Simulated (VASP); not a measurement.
# Se (R-3m) in VASP: notebook

Se is run at these levels: LDA; tasks: single point.

Everything below comes from runs of VASP 6.6.1. Logs are shortened: lines on timing, memory, paths and dates and some standing lists are left out, and cuts for length are marked.

## 1. The cell of the first run

It takes space group R-3m (No. 166, trigonal). The conventional cell has a = 2.524 Å, b = 2.524 Å, c = 6.140 Å, α = 90.00°, β = 90.00°, γ = 120.00°. Within 3.3 Å of Se (site symmetry -3m) lie 12 Se at 2.51 to 2.52 Å.

This isn't the form of Se at room conditions, which is trigonal, of chains.

## 2. Single point, LDA

File INCAR:

```
SYSTEM = Se
PREC = Accurate
ENCUT = 520
EDIFF = 1E-6
ISMEAR = -1
SIGMA = 0.1
LREAL = .False.
LASPH = .True.
NELM = 80
ALGO = Normal
ISIF = 2
LWAVE = .False.
LCHARG = .False.
NBANDS = 13
```

File KPOINTS:

```
regular mesh
0
Gamma
  14 14 14
  0 0 0
```

File POSCAR:

```
Se
1.0
    1.2620627540     -0.7286522708      4.0935529272
    0.0000000000      1.4573045416      4.0935529272
   -1.2620627540     -0.7286522708      4.0935529272
Se
2
Direct
    0.2499999372      0.2499999372      0.2499999372
   -0.2499999372     -0.2499999372     -0.2499999372
```

Potentials or basis: VASP PAW LDA potentials, release 64 (Se).

The run is started by

```sh
$ cat potpaw_LDA.64/Se/POTCAR > POTCAR
$ mpirun -np 1 vasp_std > vasp.out
```

OUTCAR:

```text
SYSTEM = Se
   PREC = Accurate
   ENCUT = 520
   EDIFF = 1E-6
   ISMEAR = -1
   LREAL = .False.
   LASPH = .True.
   NELM = 80
   ISIF = 2

 ion  position               nearest neighbor table
   1  0.250  0.250  0.250-   2 2.51   2 2.51   2 2.51   2 2.51   2 2.51   2 2.51
   2  0.750  0.750  0.750-   1 2.51   1 2.51   1 2.51   1 2.51   1 2.51   1 2.51

  LATTYP: Found a trigonal (rhomboedric) cell.
 ALAT       =     4.3452171516
 COS(alpha) =     0.8312790836

  Lattice vectors:

 A1 = (   1.2620627540,  -0.7286522708,   4.0935529272)
 A2 = (   0.0000000000,   1.4573045416,   4.0935529272)
 A3 = (  -1.2620627540,  -0.7286522708,   4.0935529272)

Analysis of symmetry for initial positions (statically):
=====================================================================
 Subroutine PRICEL returns following result:

  LATTYP: Found a trigonal (rhomboedric) cell.
 ALAT       =     2.5125732038
 COS(alpha) =     0.4953916320

  Lattice vectors:

 A1 = (  -1.2620627540,  -0.7286522708,  -2.0467749211)
 A2 = (   0.0000000000,   1.4573045416,  -2.0467749211)
 A3 = (   1.2620627540,  -0.7286522708,  -2.0467780061)

   2 primitive cells build up your supercell.

 Routine SETGRP: Setting up the symmetry group for a
 trigonal (rhombohedral) supercell.

 Subroutine GETGRP returns: Found 12 space group operations
 (whereof 12 operations were pure point group operations)
 out of a pool of 12 trial point group operations.

The static configuration has the point symmetry D_3d.

Analysis of symmetry for dynamics (positions and initial velocities):
=====================================================================
 Subroutine PRICEL returns following result:

  LATTYP: Found a trigonal (rhomboedric) cell.
 ALAT       =     2.5125732038
 COS(alpha) =     0.4953916320

  Lattice vectors:

 A1 = (  -1.2620627540,  -0.7286522708,  -2.0467749211)
 A2 = (   0.0000000000,   1.4573045416,  -2.0467749211)
 A3 = (   1.2620627540,  -0.7286522708,  -2.0467780061)

   2 primitive cells build up your supercell.

 Routine SETGRP: Setting up the symmetry group for a
 trigonal (rhombohedral) supercell.

 Subroutine GETGRP returns: Found 12 space group operations
 (whereof 12 operations were pure point group operations)
 out of a pool of 12 trial point group operations.

The dynamic configuration has the point symmetry D_3d.

 Subroutine INISYM returns: Found 12 space group operations
 (whereof 12 operations are pure point group operations),
 and found     2 'primitive' translations

----------------------------------------------------------------------------------------

                                     Primitive cell

  volume of cell :      11.2934

  direct lattice vectors                    reciprocal lattice vectors
    -1.262062754 -0.728652271 -2.046774921    -0.396177012 -0.228732675 -0.162857754
     0.000000000  1.457304542 -2.046774921    -0.000000199  0.457465694 -0.162857754
     1.262062754 -0.728652271 -2.046778006     0.396176614 -0.228732675 -0.162857754

  length of vectors
     2.512573204  2.512573204  2.512575717     0.485589857  0.485589857  0.485589533

  position of ions in fractional coordinates (direct lattice)
     0.500000000  0.500000000  0.500000000

  ion indices of the primitive-cell ions
   primitive index   ion index
                 1           1

----------------------------------------------------------------------------------------

 KPOINTS: regular mesh

Automatic generation of k-mesh.
 Grid dimensions read from file:
 generate k-points for:   14   14   14

 Generating k-lattice:

  Cartesian coordinates                     Fractional coordinates (reciprocal lattice)
     0.028298344 -0.016338056  0.005816347     0.071428571  0.000000000  0.000000000
     0.000000000  0.032676113  0.005816347     0.000000000  0.071428571  0.000000000
    -0.028298344 -0.016338056  0.005816347     0.000000000  0.000000000  0.071428571

  Length of vectors
     0.033189731  0.033189731  0.033189731

  Shift w.r.t. Gamma in fractional coordinates (k-lattice)
     0.000000000  0.000000000  0.000000000

 Subroutine IBZKPT returns following result:
 ===========================================

 Found    288 irreducible k-points:

 Following reciprocal coordinates:
            Coordinates               Weight
  0.000000  0.000000  0.000000      1.000000
  0.071429  0.000000  0.000000      6.000000
  0.142857  0.000000  0.000000      6.000000
  0.214286  0.000000  0.000000      6.000000
  0.285714  0.000000  0.000000      6.000000
  0.357143  0.000000  0.000000      6.000000
[... 16 lines left out ...]
  0.214286  0.142857  0.000000     12.000000
  0.285714  0.142857  0.000000     12.000000
 [... further k-points ...]
   k-points           NKPTS =    288   k-points in BZ     NKDIM =    288   number of bands    NBANDS=     13
   number of dos      NEDOS =    301   number of ions     NIONS =      2
   total plane-waves  NPLWV =  32768
   dimension x,y,z NGX =    32 NGY =   32 NGZ =   32
   dimension x,y,z NGXF=    64 NGYF=   64 NGZF=   64
   ions per type =               2
   NGX,Y,Z   is equivalent  to a cutoff of  12.24, 12.24, 12.24 a.u.
   NGXF,Y,Z  is equivalent  to a cutoff of  24.49, 24.49, 24.49 a.u.
 SYSTEM =  Se
   PREC   = accura    normal or accurate (medium, high low for compatibility)
   ISTART =      0    job   : 0-new  1-cont  2-samecut
   ICHARG =      2    charge: 1-file 2-atom 10-const
   ISPIN  =      1    spin polarized calculation?
   LNONCOLLINEAR =      F non collinear calculations
   LSORBIT =      F    spin-orbit coupling
   LASPH  =      T    aspherical Exc in radial PAW
   ENCUT  =  520.0 eV  38.22 Ry    6.18 a.u.   8.08  8.08  8.08*2*pi/ulx,y,z
   NELM   =     80;   NELMIN=  2; NELMDL= -5     # of ELM steps
   EDIFF  = 0.1E-05   stopping-criterion for ELM
   LREAL  =      F    real-space projection
   EDIFFG = 0.1E-04   stopping-criterion for IOM
   NSW    =      0    number of steps for IOM
   IBRION =     -1    ionic relax: 0-MD 1-quasi-New 2-CG
   NFREE  =      0    steps in history (QN), initial steepest desc. (CG)
   ISIF   =      2    stress and relaxation
   ISYM   =      2    0-nonsym 1-usesym 2-fastsym
   POTIM  = 0.5000    time-step for ionic-motion
   TEBEG  =    0.0;   TEEND  =   0.0 temperature during run
   PSTRESS=    0.0 pullay stress
   NELECT =      12.0000    total number of electrons
   NUPDOWN=      -1.0000    fix difference up-down
   EMIN   =  10.00;   EMAX   =-10.00  energy-range for DOS
   EFERMI =   0.00;   METHOD = LEGACY
   ISMEAR =    -1;   SIGMA  =   0.10  broadening in eV -4-tet -1-fermi 0-gaus
   EFERMI_NEDOS =   21; number of points for ismear=-14 and -15
   IALGO  =     38    algorithm
   IMIX   =      4    mixing-type and parameters
     AMIX     =   0.40;   BMIX     =  1.00
     AMIX_MAG =   1.60;   BMIX_MAG =  1.00
  volume/ion in A,a.u.               =      11.29        76.21
  Fermi-wavevector in a.u.,A,eV,Ry     =   1.325921  2.505627 23.919942  1.758066
  Thomas-Fermi vector in A             =   2.455346
   LORBIT       =      0    0 simple, 1 ext, 2 COOP (PROOUT), +10 PAW based schemes
   GGA     = CA    functional components
   LHFCALC =     F    Hartree Fock is set to
   AEXX    =    0.0000 exact exchange contribution
   IVDW    =     0    specifies the selected vdW correction
   LEPSILON=     F    determine dielectric tensor
   LRPA    =     F    only Hartree local field effects (RPA)
 non-spin polarized calculation
  energy-cutoff  :      520.00
  volume of cell :       22.59
 maximum number of plane-waves:       618
   NGX = 17   NGY = 17   NGZ = 17

 number of electron      12.0000001 magnetization

 Free energy of the ion-electron system (eV)
  ---------------------------------------------------
  ext. energy  EPLUGINS =         0.00000000
  ---------------------------------------------------
  free energy    TOTEN  =        -2.90721966 eV

  energy without entropy =       -2.88039250  energy(sigma->0) =       -2.89380608

 E-fermi :  14.8853     XC(G=0): -13.5415

 val. band max:       14.8812402221   @ k =  -0.2857   0.4286   0.2857
 cond. band min:      14.8852857412   @ k =  -0.4286  -0.4286   0.2857
 fundamental gap:      0.0040455190
 Fermi energy:        14.8852707798

 k-point     1 :       0.0000    0.0000    0.0000
  band No.  band energies     occupation
      1      -8.4013      2.00000
      2      -0.7068      2.00000
      3       2.0322      2.00000
      4      19.2007      0.00000
      5      19.2007      0.00000
      6      22.2537      0.00000
      7      22.2537      0.00000
      8      22.4916      0.00000
      9      26.7088      0.00000
     10      26.7088      0.00000
     11      27.0352      0.00000
     12      28.2670      0.00000
     13      28.2670      0.00000

 k-point     2 :       0.0714    0.0000    0.0000
  band No.  band energies     occupation
      1      -8.2375      2.00000
      2      -0.6165      2.00000
      3       2.2611      2.00000
      4      17.7107      0.00000
      5      18.7949      0.00000
      6      20.9750      0.00000
      7      21.5511      0.00000
      8      22.2358      0.00000
      9      25.3811      0.00000
     10      27.3401      0.00000
     11      27.4046      0.00000
     12      28.1572      0.00000
     13      29.1854      0.00000

 k-point     3 :       0.1429    0.0000    0.0000
  band No.  band energies     occupation
      1      -7.7464      2.00000
      2      -0.3305      2.00000
      3       2.9288      2.00000
      4      14.7041      1.71909
      5      17.9003      0.00000
      6      18.3233      0.00000
      7      20.1457      0.00000
      8      21.5051      0.00000
      9      23.7823      0.00000
     10      26.2926      0.00000
     11      29.1679      0.00000
     12      30.3838      0.00000
     13      30.5944      0.00000
[... 305 lines left out ...]
 k-point    23 :       0.2143    0.1429    0.0000
  band No.  band energies     occupation
      1      -7.1657      2.00000
      2      -0.6739      2.00000
      3       4.3779      2.00000
      4      13.6635      1.99999
      5      15.2505      0.05054
      6      15.8122      0.00019
      7      19.2944      0.00000
      8      21.6492      0.00000
      9      23.7041      0.00000
     10      27.2255      0.00000
     11      29.1430      0.00000
     12      29.6478      0.00000
     13      31.1406      0.00000

 k-point    24 :       0.2857    0.1429    0.0000
  band No.  band energies     occupation
      1      -6.3200      2.00000
      2      -0.2307      2.00000
      3       5.5325      2.00000
      4      11.1996      2.00000
      5      13.6724      1.99999
      6      14.1696      1.99844
      7      16.6643      0.00000
      8      20.8798      0.00000
      9      25.4088      0.00000
     10      26.4217      0.00000
     11      28.3874      0.00000
     12      28.5247      0.00000
     13      31.6773      0.00000

 [... further k-points ...]

------------------------ aborting loop because EDIFF is reached ----------------------------------------

  FORCE on cell =-STRESS in cart. coord.  units (eV):
  Direction    XX          YY          ZZ          XY          YZ          ZX
  --------------------------------------------------------------------------------------
  -------------------------------------------------------------------------------------
  Total       20.0940293     20.0940293     20.1094348      0.0000000      0.0000000      0.0000000
  in kB     1425.3603711   1425.3603713   1426.4531527      0.0000000      0.0000000      0.0000000
  external PRESSURE =    1425.7246317 kB  Pullay stress =       0.0000000 kB

 VOLUME and BASIS-vectors are now :
 -----------------------------------------------------------------------------
  energy-cutoff  :      520.00
  volume of cell :       22.59
      direct lattice vectors                 reciprocal lattice vectors
     1.262062754 -0.728652271  4.093552927     0.396176813 -0.228732790  0.081428856
     0.000000000  1.457304542  4.093552927     0.000000000  0.457465580  0.081428856
    -1.262062754 -0.728652271  4.093552927    -0.396176813 -0.228732790  0.081428856

 POSITION                                       TOTAL-FORCE (eV/Angst)
 -----------------------------------------------------------------------------------
      0.00000      0.00000      3.07016         0.000000      0.000000     -0.000000
      0.00000      0.00000      9.21049         0.000000      0.000000      0.000000
 -----------------------------------------------------------------------------------
    total drift:                                0.000000     -0.000000      0.000000

  FREE ENERGIE OF THE ION-ELECTRON SYSTEM (eV)
  ---------------------------------------------------
  free  energy   TOTEN  =        -2.9072196614 eV

  energy  without entropy=       -2.8803924960  energy(sigma->0) =       -2.89380608
```

Run time: 2.9 min. Hardware: 1 thread of Intel Xeon 8259CL, shared host; peak memory 0.2 GiB.

What came out:

```yaml
Free_energy: -2.9072 eV
Pressure: 142.6 GPa
Band_gap_on_the_k_mesh: zero (bands 6 and 7 overlap by 12.07 eV)
```

Caveat: the cell stands under pressure.

## 3. Single point, LDA

File INCAR:

```
SYSTEM = Se
PREC = Accurate
ENCUT = 520
EDIFF = 1E-7
ISMEAR = -1
SIGMA = 0.1
LREAL = .False.
LASPH = .True.
NELM = 80
ALGO = Normal
ISIF = 2
LWAVE = .False.
LCHARG = .True.
LELF = .True.
LVHAR = .True.
NBANDS = 13
```

KPOINTS is that of step 2.

File POSCAR:

```
Se
1.0
    1.2621024669     -0.7286751990      4.0940224922
    0.0000000000      1.4573503980      4.0940224922
   -1.2621024669     -0.7286751990      4.0940224922
Se
2
Direct
    0.2500000000      0.2500000000      0.2500000000
   -0.2500000000     -0.2500000000     -0.2500000000
```

Potentials or basis: VASP PAW LDA potentials, release 64 (Se).

The run is started by

```sh
$ cat potpaw_LDA.64/Se/POTCAR > POTCAR
$ mpirun -np 1 vasp_std > vasp.out
```

OUTCAR:

```text
SYSTEM = Se
   PREC = Accurate
   ENCUT = 520
   EDIFF = 1E-7
   ISMEAR = -1
   LREAL = .False.
   LASPH = .True.
   NELM = 80
   ISIF = 2

 ion  position               nearest neighbor table
   1  0.250  0.250  0.250-   2 2.51   2 2.51   2 2.51   2 2.51   2 2.51   2 2.51
   2  0.750  0.750  0.750-   1 2.51   1 2.51   1 2.51   1 2.51   1 2.51   1 2.51

  LATTYP: Found a trigonal (rhomboedric) cell.
 ALAT       =     4.3456749015
 COS(alpha) =     0.8313040100

  Lattice vectors:

 A1 = (   1.2621024669,  -0.7286751990,   4.0940224922)
 A2 = (   0.0000000000,   1.4573503980,   4.0940224922)
 A3 = (  -1.2621024669,  -0.7286751990,   4.0940224922)

Analysis of symmetry for initial positions (statically):
=====================================================================
 Subroutine PRICEL returns following result:

  LATTYP: Found a trigonal (rhomboedric) cell.
 ALAT       =     2.5127923162
 COS(alpha) =     0.4954478790

  Lattice vectors:

 A1 = (   1.2621024669,   0.7286751990,   2.0470112461)
 A2 = (  -1.2621024669,   0.7286751990,   2.0470112461)
 A3 = (   0.0000000000,  -1.4573503980,   2.0470112461)
[... 192 lines left out ...]
      4      19.1976      0.00000
      5      19.1976      0.00000
      6      22.2493      0.00000
      7      22.2493      0.00000
      8      22.4843      0.00000
      9      26.7062      0.00000
     10      26.7062      0.00000
     11      27.0318      0.00000
     12      28.2640      0.00000
     13      28.2640      0.00000
[... 354 lines left out ...]
  band No.  band energies     occupation
      1      -6.3209      2.00000
      2      -0.2337      2.00000
      3       5.5297      2.00000
      4      11.1974      2.00000
      5      13.6695      1.99999
      6      14.1672      1.99842
      7      16.6606      0.00000
      8      20.8739      0.00000
      9      25.4059      0.00000
     10      26.4165      0.00000
     11      28.3835      0.00000
     12      28.5214      0.00000
     13      31.6723      0.00000

 [... further k-points ...]

------------------------ aborting loop because EDIFF is reached ----------------------------------------

  FORCE on cell =-STRESS in cart. coord.  units (eV):
  Direction    XX          YY          ZZ          XY          YZ          ZX
  --------------------------------------------------------------------------------------
  -------------------------------------------------------------------------------------
  Total       20.0838717     20.0838717     20.0963675      0.0000000      0.0000000      0.0000000
  in kB     1424.3868087   1424.3868087   1425.2730293      0.0000000      0.0000000      0.0000000
  external PRESSURE =    1424.6822156 kB  Pullay stress =       0.0000000 kB

 VOLUME and BASIS-vectors are now :
 -----------------------------------------------------------------------------
  energy-cutoff  :      520.00
  volume of cell :       22.59
      direct lattice vectors                 reciprocal lattice vectors
     1.262102467 -0.728675199  4.094022492     0.396164347 -0.228725593  0.081419517
     0.000000000  1.457350398  4.094022492     0.000000000  0.457451185  0.081419517
    -1.262102467 -0.728675199  4.094022492    -0.396164347 -0.228725593  0.081419517

 POSITION                                       TOTAL-FORCE (eV/Angst)
 -----------------------------------------------------------------------------------
      0.00000      0.00000      3.07052         0.000000      0.000000      0.000000
      0.00000      0.00000      9.21155         0.000000     -0.000000      0.000000
 -----------------------------------------------------------------------------------
    total drift:                                0.000000     -0.000000     -0.000000

  FREE ENERGIE OF THE ION-ELECTRON SYSTEM (eV)
  ---------------------------------------------------
  free  energy   TOTEN  =        -2.9107900830 eV

  energy  without entropy=       -2.8839450917  energy(sigma->0) =       -2.89736759
```

stdout:

```text
POSCAR found type information on POSCAR Se
 POSCAR found :  1 types and       2 ions
 scaLAPACK will be used
 LDA part: xc-table for (Slater(with rela. corr.)+CA(PZ))
 , standard interpolation
 POSCAR, INCAR and KPOINTS ok, starting setup
 FFT: planning ... GRIDC
 FFT: planning ... GRID_SOFT
 FFT: planning ... GRID
 WAVECAR not read
 entering main loop
```

It took 2.3 min on 1 thread of Intel Xeon 8259CL, shared host; peak memory 0.2 GiB.

Results:

| Quantity | Value |
| --- | --- |
| Free energy | -2.9108 eV |
| Pressure | 142.5 GPa |
| Band gap on the k mesh | zero (bands 6 and 7 overlap by 12.06 eV) |

Stress tensor (GPa, compression positive):
```
142.44   0.00   0.00
  0.00 142.44   0.00
  0.00   0.00 142.53
```

Levels at points of the mesh, in eV from the Fermi level:
```tsv
k point	band 4	band 5	band 6	band 7	band 8	band 9
(0.00, 0.00, 0.00)	4.32	4.32	7.37	7.37	7.60	11.82
(0.50, 0.00, 0.00)	-8.99	-3.40	-3.40	0.52	0.52	6.14
(0.50, 0.50, 0.00)	-11.17	-1.61	-1.42	3.82	4.33	4.46
(0.50, 0.50, 0.50)	-3.16	5.33	5.33	5.33	5.33	11.95
```

Caveat: the cell stands under pressure.
